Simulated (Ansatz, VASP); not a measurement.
# Two plane-wave programs on Ti

File INCAR:

```
ALGO     = Normal         # electronic algorithm
EDIFF    = 1E-6           # SCF threshold, eV
ENCUT    = 520            # plane-wave cutoff, eV
GGA      = PS             # functional
ISIF     = 2              # what is computed and relaxed
ISMEAR   = 0              # smearing method
LASPH    = T              # aspherical terms in the spheres
LCHARG   = F              # write CHGCAR
LREAL    = F              # projectors in reciprocal space
LWAVE    = F              # write WAVECAR
NBANDS   = 12             # bands
NELM     = 100            # most SCF steps
PREC     = Accurate       # precision mode
SIGMA    = 0.15           # smearing width, eV
```

KPOINTS

```
k-points
0
Gamma
  20 20 20
```

File POSCAR:

```
Ti
1.0
    0.0000000000      1.9285000000      2.0300000000
    1.9285000000      0.0000000000      2.0300000000
    1.9285000000      1.9285000000      0.0000000000
Ti
1
Direct
    0.0000000000      0.0000000000      0.0000000000
```

Input for Ansatz:

```yaml
crystal:
  lattice:
    - [0.0, 1.9285, 2.03]
    - [1.9285, 0.0, 2.03]
    - [1.9285, 1.9285, 0.0]
  atoms:
    - { symbol: Ti, position: [0.0, 0.0, 0.0] }
basis:
  ecutwfc: 420
kpoints:
  mp_grid: { grid: [20, 20, 20] }
hamiltonian:
  xc: pbesol
scf:
  occupations: { method: gaussian, width: 0.15 }
output:
  forces: true
  stress: true
  eigenvalues: true
```

Change from the starting cell: strain -0.050 along x and y, +0.000 along z, atoms carried along.

Alike in both runs: task single point; functional PBEsol; k mesh 20 × 20 × 20; occupations gaussian, width 0.15 eV; no spin polarisation.

|  | VASP | Ansatz |
| --- | --- | --- |
| version | VASP 6.6.1 | Ansatz 0.2.0 |
| potentials or method | VASP PAW PBE potentials, release 64 (Ti_sv), cutoff 520 eV | scalar-relativistic, plane waves, PAW |
| valence electrons in the cell | 12 | 12 |

|  | VASP | Ansatz | Ansatz less VASP |
| --- | --- | --- | --- |
| gap on the k mesh at the Fermi level (eV) | none | none | - |
| pressure (GPa) | 13.0 | 13.5 | +0.46 |
| traceless stress, the component that is largest in VASP (GPa) | -1.10 | -1.07 | +0.026 |

VASP's potentials were made for PBE, not for PBEsol. A gap of «none» marks a metal or a gap that the smearing closes. With one functional, cell and mesh, what is left measures potentials, basis and numerics.
